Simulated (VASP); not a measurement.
MoS2: single point with PBE+D3(BJ)

MoS2:

```xyz
6
Lattice="3.2281 0.0000 0.0000 -1.6140 2.7956 0.0000 0.0000 0.0000 12.3941" Properties=species:S:1:pos:R:3 pbc="T T T"
Mo    0.0000    1.8637    3.0985
Mo    1.6140    0.9319    9.2955
S     0.0000    1.8637    7.6905
S     1.6140    0.9319    1.4934
S     0.0000    1.8637   10.9006
S     1.6140    0.9319    4.7036
```

```yaml
Program: VASP 6.6.1
Task: single point
Functional: PBE
Dispersion: D3(BJ)
Potentials_or_basis: VASP PAW PBE potentials, release 64 (Mo_sv, S)
Cutoff: 520 eV
k_mesh: 12 × 12 × 4
Occupations: gaussian, width 0.05 eV
Spin: no spin polarisation
```

```yaml
Pressure: -9.9 GPa
Largest_force: 1.080 eV/Å
Band_gap_on_the_k_mesh: 0.86 eV, indirect (least direct gap 1.54 eV)
Dispersion_energy_per_atom: -0.405 eV
```

Forces in eV/Å, atoms in the order of the input:
```
Mo   0.000  0.000  0.000
Mo   0.000  0.000  0.000
S    0.000  0.000  1.080
S    0.000  0.000  1.080
S    0.000  0.000 -1.080
S    0.000  0.000 -1.080
```

Stress tensor (GPa, compression positive):
```
 -9.47   0.00   0.00
  0.00  -9.47   0.00
  0.00   0.00 -10.74
```

Levels at points of the mesh, in eV from the valence-band top:
| k point | band 24 | band 25 | band 26 | band 27 | band 28 | band 29 |
| --- | --- | --- | --- | --- | --- | --- |
| (0.00, 0.00, 0.00) | -1.04 | -1.02 | 0.00 | 2.00 | 2.00 | 2.04 |
| (0.50, 0.00, 0.00) | -1.42 | -1.28 | -1.14 | 1.52 | 1.57 | 1.88 |
| (0.00, 0.00, 0.50) | -1.96 | -0.22 | -0.22 | 2.00 | 2.00 | 2.00 |
| (0.50, 0.00, 0.50) | -1.53 | -1.20 | -1.20 | 1.54 | 1.54 | 2.01 |

Run time: 3 min on 1 thread of AMD EPYC 7R13 Processor (Zen 3), on a shared host, peak memory 0.31 GiB.

Caveat: forces of over 1 eV/Å act on the atoms, so gaps and moduli don't describe the material at rest. A k mesh can miss the band edges.
